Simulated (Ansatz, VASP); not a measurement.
## Li2Cr in VASP and in Ansatz

INCAR

```
SYSTEM = Li2Cr
ALGO = Normal ; EDIFF = 1E-6
ENCUT = 520 ; GGA = PE
ISIF = 2 ; ISMEAR = 0
ISPIN = 2 ; LASPH = .TRUE.
LCHARG = .TRUE. ; LELF = .TRUE.
LMAXMIX = 4 ; LORBIT = 11
LREAL = .FALSE. ; LVHAR = .TRUE.
LWAVE = .FALSE. ; MAGMOM = 0 0 3
NBANDS = 20 ; NELM = 150
PREC = Accurate ; SIGMA = 0.1
```

The input KPOINTS:

```
k-points
0
G
  8 8 8
  0 0 0
```

The input POSCAR:

```
Li2Cr
1.0
   -1.5232948468      1.5232948468      3.7368326711
    1.5232948468     -1.5232948468      3.7368326711
    1.5232948468      1.5232948468     -3.7368326711
Li Cr
2 1
Direct
    0.6650000000      0.6650000000      0.0000000000
    0.3350000000      0.3350000000      0.0000000000
    0.0000000000      0.0000000000      0.0000000000
```

Input for Ansatz:

```yaml
crystal:
  lattice:
    - [-1.5232948468, 1.5232948468, 3.7368326711]
    - [1.5232948468, -1.5232948468, 3.7368326711]
    - [1.5232948468, 1.5232948468, -3.7368326711]
  atoms:
    - { symbol: Li, position: [0.665, 0.665, 0.0] }
    - { symbol: Li, position: [0.335, 0.335, 0.0] }
    - { symbol: Cr, position: [0.0, 0.0, 0.0], spin: 3.0 }
basis:
  ecutwfc: 420
kpoints:
  mp_grid: { grid: [8, 8, 8] }
hamiltonian:
  xc: pbe
scf:
  occupations: { method: gaussian, width: 0.1 }
  lower_state_search: "off"
output:
  forces: true
  stress: true
  eigenvalues: true
  populations: true
magnetization:
  spin_polarized: true
```

Alike in both runs: task single point; functional PBE; k mesh 8 × 8 × 8; occupations gaussian, width 0.1 eV; collinear spin.

|  | VASP | Ansatz |
| --- | --- | --- |
| version | VASP 6.6.1 | Ansatz 0.2.0 |
| potentials or method | VASP PAW PBE potentials, release 64 (Li_sv, Cr_pv), cutoff 520 eV | scalar-relativistic, plane waves, PAW |
| valence electrons in the cell | 18 | 20 |

VASP gave:

| Property | Result |
| --- | --- |
| gap on the k mesh at the Fermi level (eV) | none |
| rms of the force components (eV/Å) | 0.245 |
| net moment per atom (μB) | 1.25 |
| size of the moment on the site where the two differ most (μB) | 3.45 |

Problem. Which values does Ansatz return?

Solution. gap on the k mesh at the Fermi level (eV): none; rms of the force components (eV/Å): 0.244; net moment per atom (μB): 1.25; size of the moment on the site where the two differ most (μB): 3.22.

Site moments also hang on the region over which each program counts them. Atom by atom the forces differ by 0.001 eV/Å (rms over components). A gap of «none» marks a metal or a gap that the smearing closes. VASP's potentials hold 18 valence electrons a cell and Ansatz's 20, so a difference there can come from the potentials and not from the codes.

The k mesh is coarse, so the values compare programs but aren't converged. Noted on VASP's run: the cutoff is short for stress, so the pressure is rough.
